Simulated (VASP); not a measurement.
Write the native input for VASP 6.6.1 that does the following.

```
Task                   : single point
Functional             : PBE
Potentials or basis    : VASP PAW PBE potentials, release 64 (Be, As)
Cutoff                 : 520 eV
k mesh                 : 8 × 8 × 8
Occupations            : gaussian, width 0.1 eV
Spin                   : no spin polarisation
Dipole correction      : no
Further INCAR settings : ALGO = Normal; EDIFF = 1e-07; NBANDS = 21
```

The structure of BeAs2 lies in POSCAR:

```
BeAs2
1.0
    0.0000000000      3.8405400932      3.8405400932
    3.8405400932      0.0000000000      3.8405400932
    3.8405400932      3.8405400932      0.0000000000
Be As
2 4
Direct
    0.5000000000      0.5000000000      0.5000000000
    0.7500000000      0.7500000000      0.7500000000
    0.1250000000      0.1250000000      0.1250000000
    0.6250000000      0.1250000000      0.1250000000
    0.1250000000      0.1250000000      0.6250000000
    0.1250000000      0.6250000000      0.1250000000
```

These files were run (other wordings do the same):

INCAR

```
  PREC = Accurate
  ENCUT = 520
  EDIFF = 1E-7
  ISMEAR = 0
  SIGMA = 0.1
  LREAL = False
  LASPH = True
  NELM = 60
  ALGO = Normal
  ISIF = 2
  LWAVE = False
  LCHARG = False
  GGA = PE
  NBANDS = 21
```

KPOINTS

```
regular mesh
0
Gamma
  8 8 8
```

Potentials or basis: VASP PAW PBE potentials, release 64 (Be, As).

Command:

```console
$ cat potpaw_PBE.64/Be/POTCAR potpaw_PBE.64/As/POTCAR > POTCAR
$ mpirun -np 1 vasp_std > vasp.out
```

It gave:

```yaml
Pressure: 0.1 GPa
Band_gap_on_the_k_mesh: zero (bands 12 and 13 overlap by 1.44 eV)
```

Run time: 38 s on 1 thread of AMD EPYC 9R45 96-Core Processor (Zen 5), on a shared host, peak memory 0.22 GiB.
